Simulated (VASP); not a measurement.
# LiF (I4/mmm) in VASP: further runs, part 3 of 3

VASP 6.6.1.

### 5 Single point, r2SCAN (strain +0.1000 x Voigt [0, 1, 0, 0, 0, 0])

File POSCAR:

```
LiF
1.0
    0.0000000000      2.2154000000      2.0140000000
    2.0140000000      0.0000000000      2.0140000000
    2.0140000000      2.2154000000      0.0000000000
Li F
1 1
Direct
    0.0000000000      0.0000000000      0.0000000000
    0.5000000000      0.5000000000      0.5000000000
```

File INCAR.step1:

```
SYSTEM = LiF
PREC = Accurate
ENCUT = 520
ISMEAR = 0
SIGMA = 0.05
LREAL = .False.
LASPH = .True.
NELM = 60
NBANDS = 12
GGA = PE
ALGO = Normal
EDIFF = 1E-4
LWAVE = .True.
LCHARG = .False.
```

File INCAR.step2:

```
SYSTEM = LiF
PREC = Accurate
ENCUT = 520
EDIFF = 1E-6
ISMEAR = 0
SIGMA = 0.05
LREAL = .False.
LASPH = .True.
NELM = 60
ALGO = Normal
ISIF = 2
LWAVE = .False.
LCHARG = .True.
METAGGA = R2SCAN
LMIXTAU = .True.
LELF = .True.
LVHAR = .True.
NBANDS = 12
ISTART = 1
```

File KPOINTS:

```
Automatic mesh
0
Gamma
  10 10 10
  0 0 0
```

Potentials or basis: VASP PAW PBE potentials, release 64 (Li_sv, F).

Run with:

```bash
cat potpaw_PBE.64/Li_sv/POTCAR potpaw_PBE.64/F/POTCAR > POTCAR
cp INCAR.step1 INCAR
mpirun -np 1 vasp_std > vasp.out
cp INCAR.step2 INCAR
mpirun -np 1 vasp_std > vasp.out
```

OUTCAR:

```text
SYSTEM = LiF
   PREC = Accurate
   ENCUT = 520
   EDIFF = 1E-6
   ISMEAR = 0
   LREAL = .False.
   LASPH = .True.
   NELM = 60
   ISIF = 2
   METAGGA = R2SCAN
   ISTART = 1

 ion  position               nearest neighbor table
   1  0.000  0.000  0.000-   2 2.01   2 2.01   2 2.01   2 2.01   2 2.22   2 2.22
   2  0.500  0.500  0.500-   1 2.01   1 2.01   1 2.01   1 2.01   1 2.22   1 2.22

  LATTYP: Found a body centered tetragonal cell.
 ALAT       =     2.8482261146
 C/A-ratio  =     1.5556349186

  Lattice vectors:

 A1 = (   0.0000000000,  -2.2154000000,   2.0140000000)
 A2 = (   0.0000000000,  -2.2154000000,  -2.0140000000)
 A3 = (   2.0140000000,   2.2154000000,   0.0000000000)

Analysis of symmetry for initial positions (statically):
=====================================================================
 Subroutine PRICEL returns:
 Original cell was already a primitive cell.

 Routine SETGRP: Setting up the symmetry group for a
 body centered tetragonal supercell.

 Subroutine GETGRP returns: Found 16 space group operations
 (whereof 16 operations were pure point group operations)
 out of a pool of 16 trial point group operations.

The static configuration has the point symmetry D_4h.

Analysis of symmetry for dynamics (positions and initial velocities):
=====================================================================
 Subroutine PRICEL returns:
 Original cell was already a primitive cell.

 Routine SETGRP: Setting up the symmetry group for a
 body centered tetragonal supercell.

 Subroutine GETGRP returns: Found 16 space group operations
 (whereof 16 operations were pure point group operations)
 out of a pool of 16 trial point group operations.

The dynamic configuration has the point symmetry D_4h.

 Subroutine INISYM returns: Found 16 space group operations
 (whereof 16 operations are pure point group operations),
 and found     1 'primitive' translations

----------------------------------------------------------------------------------------

                                     Primitive cell

  volume of cell :      17.9722

  direct lattice vectors                    reciprocal lattice vectors
     0.000000000  2.215400000  2.014000000    -0.248262165  0.225692877  0.248262165
     2.014000000  0.000000000  2.014000000     0.248262165 -0.225692877  0.248262165
     2.014000000  2.215400000  0.000000000     0.248262165  0.225692877 -0.248262165

  length of vectors
     2.994026246  2.848226115  2.994026246     0.417379300  0.417379300  0.417379300

  position of ions in fractional coordinates (direct lattice)
     0.000000000  0.000000000  0.000000000
     0.500000000  0.500000000  0.500000000

  ion indices of the primitive-cell ions
   primitive index   ion index
                 1           1
                 2           2

----------------------------------------------------------------------------------------

 KPOINTS: Automatic mesh

Automatic generation of k-mesh.
 Grid dimensions read from file:
 generate k-points for:   10   10   10

 Generating k-lattice:

  Cartesian coordinates                     Fractional coordinates (reciprocal lattice)
    -0.024826216  0.022569288  0.024826216     0.100000000  0.000000000 -0.000000000
     0.024826216 -0.022569288  0.024826216     0.000000000  0.100000000  0.000000000
[... 42 lines left out ...]
   total plane-waves  NPLWV =  13824
   dimension x,y,z NGX =    24 NGY =   24 NGZ =   24
   dimension x,y,z NGXF=    48 NGYF=   48 NGZF=   48
   ions per type =               1   1
   NGX,Y,Z   is equivalent  to a cutoff of  13.33, 14.01, 13.33 a.u.
   NGXF,Y,Z  is equivalent  to a cutoff of  26.65, 28.02, 26.65 a.u.
 SYSTEM =  LiF
   PREC   = accura    normal or accurate (medium, high low for compatibility)
   ISTART =      1    job   : 0-new  1-cont  2-samecut
   ICHARG =      0    charge: 1-file 2-atom 10-const
   ISPIN  =      1    spin polarized calculation?
   LNONCOLLINEAR =      F non collinear calculations
   LSORBIT =      F    spin-orbit coupling
   LASPH  =      T    aspherical Exc in radial PAW
   ENCUT  =  520.0 eV  38.22 Ry    6.18 a.u.   5.57  5.30  5.57*2*pi/ulx,y,z
   NELM   =     60;   NELMIN=  2; NELMDL=  0     # of ELM steps
   EDIFF  = 0.1E-05   stopping-criterion for ELM
   LREAL  =      F    real-space projection
   EDIFFG = 0.1E-04   stopping-criterion for IOM
   NSW    =      0    number of steps for IOM
   IBRION =     -1    ionic relax: 0-MD 1-quasi-New 2-CG
   NFREE  =      0    steps in history (QN), initial steepest desc. (CG)
   ISIF   =      2    stress and relaxation
   ISYM   =      2    0-nonsym 1-usesym 2-fastsym
   POTIM  = 0.5000    time-step for ionic-motion
   TEBEG  =    0.0;   TEEND  =   0.0 temperature during run
   PSTRESS=    0.0 pullay stress
   NELECT =      10.0000    total number of electrons
   NUPDOWN=      -1.0000    fix difference up-down
   EMIN   =  10.00;   EMAX   =-10.00  energy-range for DOS
   EFERMI =   0.00;   METHOD = LEGACY
   ISMEAR =     0;   SIGMA  =   0.05  broadening in eV -4-tet -1-fermi 0-gaus
   EFERMI_NEDOS =   21; number of points for ismear=-14 and -15
   IALGO  =     38    algorithm
   IMIX   =      4    mixing-type and parameters
     AMIX     =   0.40;   BMIX     =  1.00
     AMIX_MAG =   1.60;   BMIX_MAG =  1.00
  volume/ion in A,a.u.               =       8.99        60.64
  Fermi-wavevector in a.u.,A,eV,Ry     =   1.346504  2.544525 24.668374  1.813074
  Thomas-Fermi vector in A             =   2.474331
   LORBIT       =      0    0 simple, 1 ext, 2 COOP (PROOUT), +10 PAW based schemes
   METAGGA = R2SCAN    functional components
   LHFCALC =     F    Hartree Fock is set to
   AEXX    =    0.0000 exact exchange contribution
   IVDW    =     0    specifies the selected vdW correction
   LEPSILON=     F    determine dielectric tensor
   LRPA    =     F    only Hartree local field effects (RPA)
 non-spin polarized calculation
 Gauss-broadening in eV      SIGMA  =   0.05
  energy-cutoff  :      520.00
  volume of cell :       17.97
 maximum number of plane-waves:       500
 NGX is ok and might be reduce to    24
   NGX = 11   NGY = 11   NGZ = 11

 number of electron      10.0000011 magnetization

 Free energy of the ion-electron system (eV)
  ---------------------------------------------------
  ext. energy  EPLUGINS =         0.00000000
  ---------------------------------------------------
  free energy    TOTEN  =       -11.83267767 eV

  energy without entropy =      -11.83267767  energy(sigma->0) =      -11.83267767

 E-fermi :  -1.9116     XC(G=0): -10.0297

 val. band max:       -2.1015698479   @ k =   0.0000   0.0000   0.0000
 cond. band min:       7.1818868370   @ k =   0.0000   0.0000   0.0000
 fundamental gap:      9.2834566849
 Fermi energy:        -1.9116181583

 k-point     1 :       0.0000    0.0000    0.0000
  band No.  band energies     occupation
      1     -44.4403      2.00000
      2     -23.0413      2.00000
      3      -2.2479      2.00000
      4      -2.2479      2.00000
      5      -2.1016      2.00000
      6       7.1819      0.00000
      7      21.1812      0.00000
      8      21.9768      0.00000
      9      22.7096      0.00000
     10      22.7097      0.00000
     11      23.3696      0.00000
     12      23.3700      0.00000
[... 331 lines left out ...]
 k-point    24 :       0.4000    0.3000   -0.0000
  band No.  band energies     occupation
      1     -44.3967      2.00000
      2     -22.6058      2.00000
      3      -4.1978      2.00000
      4      -3.1658      2.00000
      5      -2.7413      2.00000
      6      11.4488      0.00000
      7      14.7614      0.00000
      8      17.2425      0.00000
      9      18.0457      0.00000
     10      19.3324      0.00000
     11      31.2404      0.00000
     12      31.9034      0.00000

 [... further k-points ...]

------------------------ aborting loop because EDIFF is reached ----------------------------------------

  FORCE on cell =-STRESS in cart. coord.  units (eV):
  Direction    XX          YY          ZZ          XY          YZ          ZX
  --------------------------------------------------------------------------------------
  -------------------------------------------------------------------------------------
  Total       -0.7338350     -1.0879388     -0.7338350      0.0000000     -0.0000000      0.0000000
  in kB      -65.4196081    -96.9870953    -65.4196081      0.0000000     -0.0000000      0.0000000
  external PRESSURE =     -75.9421038 kB  Pullay stress =       0.0000000 kB

 VOLUME and BASIS-vectors are now :
 -----------------------------------------------------------------------------
  energy-cutoff  :      520.00
  volume of cell :       17.97
      direct lattice vectors                 reciprocal lattice vectors
     0.000000000  2.215400000  2.014000000    -0.248262165  0.225692877  0.248262165
     2.014000000  0.000000000  2.014000000     0.248262165 -0.225692877  0.248262165
     2.014000000  2.215400000  0.000000000     0.248262165  0.225692877 -0.248262165

 POSITION                                       TOTAL-FORCE (eV/Angst)
 -----------------------------------------------------------------------------------
      0.00000      0.00000      0.00000         0.000000      0.000000      0.000000
      2.01400      2.21540      2.01400         0.000000     -0.000000     -0.000000
 -----------------------------------------------------------------------------------
    total drift:                               -0.000000     -0.000000      0.000000

  FREE ENERGIE OF THE ION-ELECTRON SYSTEM (eV)
  ---------------------------------------------------
  free  energy   TOTEN  =       -11.8326776688 eV

  energy  without entropy=      -11.8326776687  energy(sigma->0) =      -11.83267767
```

It took 76 s on 1 thread of Intel Xeon 8259CL, shared host; peak memory 0.15 GiB.

What came out:

* Free energy: -11.8327 eV
* Band gap on the k mesh: 9.28 eV

Levels at points of the mesh, in eV from the valence-band top:
| k point | band 1 | band 2 | band 3 | band 4 | band 5 | band 6 | band 7 | band 8 | band 9 | band 10 |
| --- | --- | --- | --- | --- | --- | --- | --- | --- | --- | --- |
| (0.00, 0.00, 0.00) | -42.34 | -20.94 | -0.15 | -0.15 | 0.00 | 9.28 | 23.28 | 24.08 | 24.81 | 24.81 |
| (0.50, 0.00, 0.00) | -42.30 | -20.60 | -2.29 | -0.38 | -0.21 | 11.24 | 16.85 | 18.84 | 20.46 | 29.54 |
| (0.50, 0.50, 0.00) | -42.29 | -20.36 | -2.69 | -1.31 | -0.77 | 15.66 | 16.56 | 17.91 | 19.64 | 21.00 |
| (0.50, 0.00, 0.50) | -42.30 | -20.47 | -2.72 | -0.80 | -0.80 | 14.00 | 17.76 | 17.80 | 21.65 | 21.65 |

Caveat: the cell differs from its parent crystal (strain +0.1000 x Voigt [0, 1, 0, 0, 0, 0]); the cutoff is under 1.25 times the usual one of these potentials, so pressure, stress and relaxed cells hold a basis-set (Pulay) error; the PAW data sets were made with another functional, which shifts forces and pressure a little. A k mesh can miss the band edges.

### 6 Summary

| cell | gap on the mesh (eV) |
| --- | --- |
| a = 2.710, b = 2.848 Å, angles 58.3, 63.4, 58.3°, 2 atoms | 11.13 |
| a = 2.743, b = 2.848 Å, angles 58.7, 62.5, 58.7°, 2 atoms | 10.93 |
| a = 2.778, b = 2.848 Å, angles 59.2, 61.7, 59.2°, 2 atoms | 10.71 |
| a = 2.994, b = 2.848 Å, angles 61.6, 56.8, 61.6°, 2 atoms | 9.28 |

Alike in all rows: task single point; level r2SCAN; potentials or basis VASP PAW PBE potentials, release 64 (Li_sv, F); no spin polarisation; k mesh 10 × 10 × 10; cutoff (eV) 520; smearing gaussian 0.05 eV.

Caveats: the cutoff is under 1.25 times the usual one of these potentials, so pressure, stress and relaxed cells hold a basis-set (Pulay) error; the PAW data sets were made with another functional, which shifts forces and pressure a little.

Absolute energies hang on the potentials; compare differences alone.
